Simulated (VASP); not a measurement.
Set up this calculation in VASP 6.6.1, as the native input.

| Item | Value |
| --- | --- |
| Task | relaxation of cell and atoms |
| Functional | PBE |
| Potentials or basis | VASP PAW PBE potentials, release 64 (Si, Sb) |
| Cutoff | 600 eV |
| k mesh | 6 × 6 × 8 |
| Occupations | gaussian, width 0.1 eV |
| Spin | no spin polarisation |
| Dipole correction | no |
| Further INCAR settings | ALGO = Normal; EDIFF = 1e-06; IBRION = 2; EDIFFG = -0.01; NSW = 100; ISIF = 3 |

The structure of Si2Sb lies in POSCAR:

```
Si2Sb
1.0
    4.1904049795     -4.4502610068      0.0000000000
    4.1904049795      4.4502610068      0.0000000000
    0.0000000000      0.0000000000      4.9552331576
Si Sb
4 2
Direct
    0.8549633243      0.8549633243      0.2500000000
    0.1450366757      0.1450366757      0.2500000000
    0.8549633243      0.8549633243      0.7500000000
    0.1450366757      0.1450366757      0.7500000000
    0.5000000000      0.0000000000      0.0000000000
    0.0000000000      0.5000000000      0.5000000000
```

The input as run:

INCAR

```
  ALGO = Normal
  EDIFF = 1E-6
  EDIFFG = -0.01
  ENCUT = 600
  GGA = PE
  IBRION = 2
  ISIF = 3
  ISMEAR = 0
  LASPH = True
  LCHARG = False
  LREAL = False
  LWAVE = False
  NELM = 60
  NSW = 100
  PREC = Accurate
  SIGMA = 0.1
```

KPOINTS

```
k-points
0
Gamma
  6 6 8
```

Potentials or basis: VASP PAW PBE potentials, release 64 (Si, Sb).

Launch:

```console
$ cat potpaw_PBE.64/Si/POTCAR potpaw_PBE.64/Sb/POTCAR > POTCAR
$ mpirun -np 1 vasp_std > vasp.out
```

It gave:

```
Relaxed volume                         : 30.83 Å³/atom
Relaxed cell                           : a = 6.078 Å, b = 6.078 Å, c = 5.017 Å, α = 90.00°, β = 90.00°, γ = 93.46°
Space group after relaxing (to 0.05 Å) : Cccm (No. 66)
Energy gained by relaxing              : 1.4 meV/atom
Ionic steps                            : 6
Pressure after relaxing                : 0.0 GPa
Largest force after relaxing           : 0.007 eV/Å
Band gap on the k mesh                 : zero (band 13 reaches 4.54 eV, above the bottom of band 14 at 2.99 eV)
```

Caveat: spin-orbit coupling is left out, which moves the levels of the heavy elements.

Run time: 15 min on 1 thread of Oxide Virtual Turin-like Processor (shared host), peak memory 0.44 GiB.
